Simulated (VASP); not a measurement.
Wanted: the native input for a VASP 6.6.1 run.

```yaml
Task: single point
Functional: LDA
Potentials_or_basis: VASP PAW LDA potentials, release 64 (Rh_pv)
Cutoff: 520 eV
k_mesh: 11 × 11 × 11
Occupations: fermi-dirac, width 0.1 eV
Spin: no spin polarisation
Dipole_correction: no
Further_INCAR_settings: ALGO = Normal; EDIFF = 1e-06; NBANDS = 22
```

The structure of Rh lies in POSCAR:

```
Rh
1.0
    0.0000000000      2.7316014562      2.7316014562
    2.7316014562      0.0000000000      2.7316014562
    2.7316014562      2.7316014562      0.0000000000
Rh
2
Direct
    0.1250000000      0.1250000000      0.1250000000
    0.8750000000      0.8750000000      0.8750000000
```

This isn't the form of Rh at room conditions, which is fcc.

The input as run:

INCAR

```
SYSTEM = Rh
PREC = Accurate
ENCUT = 520
EDIFF = 1E-6
ISMEAR = -1
SIGMA = 0.1
LREAL = .FALSE.
LASPH = .TRUE.
NELM = 60
ALGO = Normal
ISIF = 2
LWAVE = .FALSE.
LCHARG = .FALSE.
GGA = CA
NBANDS = 22
```

KPOINTS

```
regular mesh
0
G
  11 11 11
  0 0 0
```

Potentials or basis: VASP PAW LDA potentials, release 64 (Rh_pv).

Run with:

```console
$ cat potpaw_LDA.64/Rh_pv/POTCAR > POTCAR
$ mpirun -np 1 vasp_std > vasp.out
```

It gave:

- Pressure: -5.2 GPa
- Band gap on the k mesh: zero (bands 15 and 16 overlap by 1.15 eV)

Caveat: the cell stands under tension.

It took 17 s on 1 thread of Intel(R) Xeon(R) 6975P-C (Granite Rapids), on a shared host, peak memory 0.17 GiB.
